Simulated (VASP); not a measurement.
# ZnAu in VASP: notebook, part 2 of 2

VASP 6.6.1. Earlier steps stand in the parts before.

## Step 3: Single point, PBE

This run uses another cell than the first one, of 14.36 Å³/atom, 0.922 times its volume.

INCAR reads:

```
  PREC = Accurate
  ENCUT = 520
  EDIFF = 1E-6
  ISMEAR = -1
  SIGMA = 0.05
  LREAL = False
  LASPH = True
  NELM = 60
  ALGO = Normal
  ISIF = 2
  LWAVE = False
  LCHARG = True
  GGA = PE
  LELF = True
  LVHAR = True
  NBANDS = 18
```

KPOINTS reads:

```
regular mesh
0
Gamma
  7 7 7
```

POSCAR reads:

```
ZnAu
1.0
    3.0211200000      0.0000000000      0.0000000000
    0.0000000000      3.0211200000      0.0000000000
    0.0000000000      0.0000000000      3.1470000000
Au Zn
1 1
Direct
    0.0000000000      0.0000000000      0.0000000000
    0.5000000000      0.5000000000      0.5000000000
```

Potentials or basis: VASP PAW PBE potentials, release 64 (Au, Zn).

The run is started by

```bash
> cat potpaw_PBE.64/Au/POTCAR potpaw_PBE.64/Zn/POTCAR > POTCAR
> mpirun -np 1 vasp_std > vasp.out
```

OUTCAR:

```text
PREC = Accurate
   ENCUT = 520
   EDIFF = 1E-6
   ISMEAR = -1
   LREAL = False
   LASPH = True
   NELM = 60
   ISIF = 2
   GGA = PE

 ion  position               nearest neighbor table
   1  0.000  0.000  0.000-   2 2.65   2 2.65   2 2.65   2 2.65   2 2.65   2 2.65   2 2.65   2 2.65

   2  0.500  0.500  0.500-   1 2.65   1 2.65   1 2.65   1 2.65   1 2.65   1 2.65   1 2.65   1 2.65

  LATTYP: Found a simple tetragonal cell.
 ALAT       =     3.0211200000
 C/A-ratio  =     1.0416666667
[... 693 lines left out ...]

------------------------ aborting loop because EDIFF is reached ----------------------------------------

  FORCE on cell =-STRESS in cart. coord.  units (eV):
  Direction    XX          YY          ZZ          XY          YZ          ZX
  --------------------------------------------------------------------------------------
  -------------------------------------------------------------------------------------
  Total        3.3417653      3.3417653      3.6206563      0.0000000      0.0000000      0.0000000
  in kB      186.4034037    186.4034037    201.9599189      0.0000000      0.0000000      0.0000000
  external PRESSURE =     191.5889088 kB  Pullay stress =       0.0000000 kB

 VOLUME and BASIS-vectors are now :
 -----------------------------------------------------------------------------
  energy-cutoff  :      520.00
  volume of cell :       28.72
      direct lattice vectors                 reciprocal lattice vectors
     3.021120000  0.000000000  0.000000000     0.331003072  0.000000000  0.000000000
     0.000000000  3.021120000  0.000000000     0.000000000  0.331003072  0.000000000
     0.000000000  0.000000000  3.147000000     0.000000000  0.000000000  0.317762949

 POSITION                                       TOTAL-FORCE (eV/Angst)
 -----------------------------------------------------------------------------------
      0.00000      0.00000      0.00000         0.000000      0.000000      0.000000
      1.51056      1.51056      1.57350         0.000000      0.000000      0.000000
 -----------------------------------------------------------------------------------
    total drift:                                0.000000      0.000000     -0.000000

  FREE ENERGIE OF THE ION-ELECTRON SYSTEM (eV)
  ---------------------------------------------------
  free  energy   TOTEN  =        -4.5788649522 eV

  energy  without entropy=       -4.5763432970  energy(sigma->0) =       -4.57760412
```

stdout:

```text
POSCAR found type information on POSCAR AuZn
 POSCAR found :  2 types and       2 ions
 scaLAPACK will be used
 LDA part: xc-table for (Slater+PW92), standard interpolation
 POSCAR, INCAR and KPOINTS ok, starting setup
 FFT: planning ... GRIDC
 FFT: planning ... GRID_SOFT
 FFT: planning ... GRID
 WAVECAR not read
 entering main loop
```

Run time: 9.7 s. Hardware: 1 thread of Intel Xeon 6975P-C, shared host; peak memory 0.15 GiB.

Results:

* Free energy: -4.5789 eV
* Pressure: 19.2 GPa

Levels at points of the mesh, in eV from the Fermi level:
| k point | band 10 | band 11 | band 12 | band 13 | band 14 | band 15 |
| --- | --- | --- | --- | --- | --- | --- |
| (0.00, 0.00, 0.00) | -4.06 | -3.98 | 4.12 | 5.40 | 5.40 | 9.60 |

Caveat: spin-orbit coupling is left out, which moves the levels of the heavy elements.

## Step 4: Single point, PBE

This run uses another cell than the first one, of 14.97 Å³/atom, 0.960 times its volume.

INCAR reads:

```
SYSTEM = ZnAu
PREC     = Accurate       ! precision mode
ENCUT    = 520            ! plane-wave cutoff, eV
EDIFF    = 1E-6           ! SCF threshold, eV
ISMEAR   = -1             ! smearing method
SIGMA    = 0.05           ! smearing width, eV
LREAL    = .False.        ! projectors in reciprocal space
LASPH    = .True.         ! aspherical terms in the spheres
NELM     = 80             ! most SCF steps
ALGO     = Normal         ! electronic algorithm
ISIF     = 2              ! what is computed and relaxed
LWAVE    = .False.        ! write WAVECAR
LCHARG   = .False.        ! write CHGCAR
GGA      = PE             ! functional
NBANDS   = 18             ! bands
```

KPOINTS reads:

```
regular mesh
0
Gamma
  7 7 7
  0 0 0
```

POSCAR reads:

```
ZnAu
1.0
    3.0840600000      0.0000000000      0.0000000000
    0.0000000000      3.0840600000      0.0000000000
    0.0000000000      0.0000000000      3.1470000000
Au Zn
1 1
Direct
    0.0000000000      0.0000000000      0.0000000000
    0.5000000000      0.5000000000      0.5000000000
```

Potentials or basis: VASP PAW PBE potentials, release 64 (Au, Zn).

The run is started by

```bash
> cat potpaw_PBE.64/Au/POTCAR potpaw_PBE.64/Zn/POTCAR > POTCAR
> mpirun -np 1 vasp_std > vasp.out
```

OUTCAR:

```text
SYSTEM = ZnAu
   PREC = Accurate
   ENCUT = 520
   EDIFF = 1E-6
   ISMEAR = -1
   LREAL = .False.
   LASPH = .True.
   NELM = 80
   ISIF = 2
   GGA = PE

 ion  position               nearest neighbor table
   1  0.000  0.000  0.000-   2 2.69   2 2.69   2 2.69   2 2.69   2 2.69   2 2.69   2 2.69   2 2.69

   2  0.500  0.500  0.500-   1 2.69   1 2.69   1 2.69   1 2.69   1 2.69   1 2.69   1 2.69   1 2.69

  LATTYP: Found a simple tetragonal cell.
 ALAT       =     3.0840600000
[... 695 lines left out ...]
------------------------ aborting loop because EDIFF is reached ----------------------------------------

  FORCE on cell =-STRESS in cart. coord.  units (eV):
  Direction    XX          YY          ZZ          XY          YZ          ZX
  --------------------------------------------------------------------------------------
  -------------------------------------------------------------------------------------
  Total        1.9304160      1.9304160      2.3635654      0.0000000     -0.0000000      0.0000000
  in kB      103.3282596    103.3282596    126.5131939      0.0000000     -0.0000000      0.0000000
  external PRESSURE =     111.0565710 kB  Pullay stress =       0.0000000 kB

 VOLUME and BASIS-vectors are now :
 -----------------------------------------------------------------------------
  energy-cutoff  :      520.00
  volume of cell :       29.93
      direct lattice vectors                 reciprocal lattice vectors
     3.084060000  0.000000000  0.000000000     0.324247907  0.000000000  0.000000000
     0.000000000  3.084060000  0.000000000     0.000000000  0.324247907  0.000000000
     0.000000000  0.000000000  3.147000000     0.000000000  0.000000000  0.317762949

 POSITION                                       TOTAL-FORCE (eV/Angst)
 -----------------------------------------------------------------------------------
      0.00000      0.00000      0.00000         0.000000      0.000000      0.000000
      1.54203      1.54203      1.57350         0.000000      0.000000      0.000000
 -----------------------------------------------------------------------------------
    total drift:                                0.000000      0.000000     -0.000000

  FREE ENERGIE OF THE ION-ELECTRON SYSTEM (eV)
  ---------------------------------------------------
  free  energy   TOTEN  =        -4.6873716683 eV

  energy  without entropy=       -4.6835107196  energy(sigma->0) =       -4.68544119
```

It took 7.7 s on 1 thread of Intel Xeon 6975P-C, shared host; peak memory 0.15 GiB.

What came out:

```
Free energy : -4.6874 eV
Pressure    : 11.1 GPa
```

Caveat: spin-orbit coupling is left out, which moves the levels of the heavy elements.

## Step 5: Single point, PBE

This run uses another cell than the first one, of 15.27 Å³/atom, 0.980 times its volume.

INCAR reads:

```
ALGO     = Normal         # electronic algorithm
EDIFF    = 1E-6           # SCF threshold, eV
ENCUT    = 520            # plane-wave cutoff, eV
GGA      = PE             # functional
ISIF     = 2              # what is computed and relaxed
ISMEAR   = -1             # smearing method
LASPH    = T              # aspherical terms in the spheres
LCHARG   = T              # write CHGCAR
LELF     = T              # ELF
LREAL    = F              # projectors in reciprocal space
LVHAR    = T            
LWAVE    = F              # write WAVECAR
NBANDS   = 18             # bands
NELM     = 80             # most SCF steps
PREC     = Accurate       # precision mode
SIGMA    = 0.05           # smearing width, eV
```

KPOINTS reads:

```
k-points
0
Gamma
  7 7 7
```

POSCAR reads:

```
ZnAu
1.0
    3.1155300000      0.0000000000      0.0000000000
    0.0000000000      3.1155300000      0.0000000000
    0.0000000000      0.0000000000      3.1470000000
Au Zn
1 1
Direct
    0.0000000000      0.0000000000      0.0000000000
    0.5000000000      0.5000000000      0.5000000000
```

The run is started by

```bash
> cat potpaw_PBE.64/Au/POTCAR potpaw_PBE.64/Zn/POTCAR > POTCAR
> mpirun -np 1 vasp_std > vasp.out
```

Wall time 10 s (1 thread of Intel Xeon 6975P-C, shared host); peak memory 0.15 GiB.

It converged, with:

```
Free energy : -4.7209 eV
Pressure    : 7.7 GPa
```

Stress tensor (GPa, compression positive):
```
7.24 0.00 0.00
0.00 7.24 0.00
0.00 0.00 8.75
```

Levels at points of the mesh, in eV from the Fermi level:
```
           k point  band 7  band 8  band 9  band 10  band 11  band 12  band 13  band 14  band 15  band 16
(0.00, 0.00, 0.00)   -5.74   -5.70   -4.00    -4.00    -3.98     4.62     4.93     4.93     8.90    12.02
```

Caveat: spin-orbit coupling is left out, which moves the levels of the heavy elements.

## Step 6: Single point, PBE

This run uses another cell than the first one, of 15.90 Å³/atom, 1.020 times its volume.

INCAR reads:

```
ALGO = Fast ; EDIFF = 1E-6
ENCUT = 520 ; GGA = PE
ISIF = 2 ; ISMEAR = -1
LASPH = True ; LCHARG = True
LELF = True ; LREAL = False
LVHAR = True ; LWAVE = False
NBANDS = 18 ; NELM = 100
PREC = Accurate ; SIGMA = 0.05
```

KPOINTS is that of step 5.

POSCAR reads:

```
ZnAu
1.0
    3.1784700000      0.0000000000      0.0000000000
    0.0000000000      3.1784700000      0.0000000000
    0.0000000000      0.0000000000      3.1470000000
Au Zn
1 1
Direct
    0.0000000000      0.0000000000      0.0000000000
    0.5000000000      0.5000000000      0.5000000000
```

Potentials or basis: VASP PAW PBE potentials, release 64 (Au, Zn).

The run is started by

```bash
> cat potpaw_PBE.64/Au/POTCAR potpaw_PBE.64/Zn/POTCAR > POTCAR
> mpirun -np 1 vasp_std > vasp.out
```

Run time: 12 s. Hardware: 1 thread of Intel Xeon 6975P-C, shared host; peak memory 0.15 GiB.

The run converged. Its results:

```yaml
Free_energy: -4.7576 eV
Pressure: 1.8 GPa
```

Stress tensor (GPa, compression positive):
```
1.97 0.00 0.00
0.00 1.97 0.00
0.00 0.00 1.58
```

Levels at points of the mesh, in eV from the Fermi level:
```tsv
k point	band 9	band 10	band 11	band 12	band 13	band 14
(0.00, 0.00, 0.00)	-3.89	-3.87	-3.87	4.71	4.71	5.01
```

Caveat: spin-orbit coupling is left out, which moves the levels of the heavy elements.

## Step 7: Overview

```tsv
cell	gap on the mesh (eV)	pressure (GPa)
a = 3.147 Å, 2 atoms	none	4.7
a = 3.021, b = 3.021, c = 3.147 Å, 2 atoms	none	19.2
a = 3.084, b = 3.084, c = 3.147 Å, 2 atoms	none	11.1
a = 3.116, b = 3.116, c = 3.147 Å, 2 atoms	none	7.7
a = 3.178, b = 3.178, c = 3.147 Å, 2 atoms	none	1.8
```

Alike in all rows: task single point; level PBE; potentials or basis VASP PAW PBE potentials, release 64 (Au, Zn); no spin polarisation; k mesh 7 × 7 × 7; cutoff (eV) 520; smearing fermi-dirac 0.05 eV.

Caveats: spin-orbit coupling is left out, which moves the levels of the heavy elements.

Absolute energies hang on the potentials; compare differences alone.
